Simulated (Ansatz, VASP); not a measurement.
**Two plane-wave programs on NaF**

```
Na F
1.0
     2.64794    0.00000    0.00000
     0.00000    2.79349    0.00000
     0.00000    0.00000    2.79349
Na F
1 1
Direct
  0.00000 0.00000 0.00000
  0.50000 0.50000 0.50000
```

Change from the starting cell: uniaxial_x strain -5.2%.

Alike in both runs: task single point; functional r2SCAN; k mesh 10 × 10 × 10; no spin polarisation.

|  | VASP | Ansatz |
| --- | --- | --- |
| version | VASP 6.6.1 | Ansatz 0.2.0 |
| potentials or method | VASP PAW PBE potentials, release 64 (Na_pv, F) | plane waves, PAW |
| plane-wave cutoff (eV) | 520 | 500 |
| occupations | gaussian, width 0.01 eV | fixed |
| valence electrons in the cell | 14 | 16 |

Ansatz gave:

| Quantity | Value |
| --- | --- |
| gap on the k mesh at the Fermi level (eV) | 7.19 |
| pressure (GPa) | 3.7 |
| traceless stress, the component that is largest in VASP (GPa) | 6.68 |

Question: Estimate VASP's values.

Answer: gap on the k mesh at the Fermi level (eV): 7.25; pressure (GPa): 2.8; traceless stress, the component that is largest in VASP (GPa): 6.81.

VASP's potentials were made for PBE, not for r2SCAN. VASP's potentials hold 14 valence electrons a cell and Ansatz's 16, so a difference there can come from the potentials and not from the codes.
